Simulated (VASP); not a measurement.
Runs of VASP 6.6.1 on W. The structure is that of space group Pm-3n (No. 223), or close to it. The cells are those of the table. 

| cell | smearing | further INCAR settings | gap on the mesh (eV) | pressure (GPa) |
| --- | --- | --- | --- | --- |
| a = 5.032 Å, 8 atoms | gaussian 0.15 eV | ALGO = Fast; EDIFF = 1e-06; NBANDS = 66 | none | 0.7 |
| a = 4.822 Å, 8 atoms | gaussian 0.1 eV | ALGO = Fast; EDIFF = 1e-06; NBANDS = 66 | none | 54.8 |
| a = 4.981 Å, 8 atoms | gaussian 0.1 eV | ALGO = Fast; EDIFF = 1e-06; NBANDS = 66 | none | 11.3 |
| a = 4.929 Å, 8 atoms | gaussian 0.1 eV | ALGO = Fast; EDIFF = 1e-07; NBANDS = 66 | none | (b) |
| a = 5.032 Å, 8 atoms | gaussian 0.15 eV | ALGO = Fast; EDIFF = 1e-07; NBANDS = 66 | none | 0.8 |
| a = 4.876 Å, 8 atoms | gaussian 0.1 eV | ALGO = Fast; EDIFF = 1e-07; NBANDS = 66 | none | (a) |
| a = 5.032 Å, 8 atoms | gaussian 0.1 eV | ALGO = Fast; EDIFF = 1e-06; NBANDS = 66 | none | 0.7 |

Alike in all rows: task single point; level PBEsol; potentials or basis VASP PAW PBE potentials, release 64 (W_sv); no spin polarisation; k mesh 8 × 8 × 8; cutoff (eV) 520.

Problem. Estimate the missing entries.

Solution. (a) 38.0; (b) 23.6.

Caveats: the PAW data sets were made with another functional, which shifts forces and pressure a little; spin-orbit coupling is left out, which moves the levels of the heavy elements.

A k mesh can miss the band edges, and the runs leave out spin-orbit coupling on W.

A gap of «none» marks levels without a gap at the run's occupations.
